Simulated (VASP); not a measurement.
# CdAg: single point with LDA

The system is CdAg.

```
Cd Ag
1.0
     1.68062   -2.39928    0.00000
     1.68062    2.39928    0.00000
     0.00000    0.00000    4.69335
Cd Ag
1 1
Direct
  0.50000 0.50000 0.50000
  0.00000 0.00000 0.00000
```

```yaml
Program: VASP 6.6.1
Task: single point
Functional: LDA
Potentials_or_basis: VASP PAW LDA potentials, release 64 (Cd, Ag)
Cutoff: 500 eV
k_mesh: 8 × 8 × 5
Occupations: fermi-dirac, width 0.1 eV
Spin: no spin polarisation
Dipole_correction: no
Further_INCAR_settings: ALGO = Normal; EDIFF = 1e-06; NBANDS = 18
```

The pressure is -6.6 GPa and the band gap on the k mesh is zero (an odd number of electrons rules out a gap without spin polarisation).

Stress tensor (GPa, compression positive):
```
-5.24  0.00  0.00
 0.00 -8.45  0.00
 0.00  0.00 -6.12
```

Levels at points of the mesh, in eV from the Fermi level:
```
           k point  band 8  band 9  band 10  band 11  band 12  band 13  band 14  band 15
(0.00, 0.00, 0.00)   -5.48   -4.25    -4.16    -4.11    -1.41     1.58    11.29    11.38
(0.50, 0.00, 0.00)   -5.29   -4.31    -3.88    -2.62    -1.31     5.10     5.76     5.90
(0.50, 0.50, 0.00)   -4.50   -4.46    -3.38    -1.74     1.03     4.65     4.72     4.99
```

Wall time 20 s on 1 thread of AMD EPYC 7R13 Processor (Zen 3), with other jobs on the host, peak memory 0.14 GiB.

Caveat: the cell stands under tension.
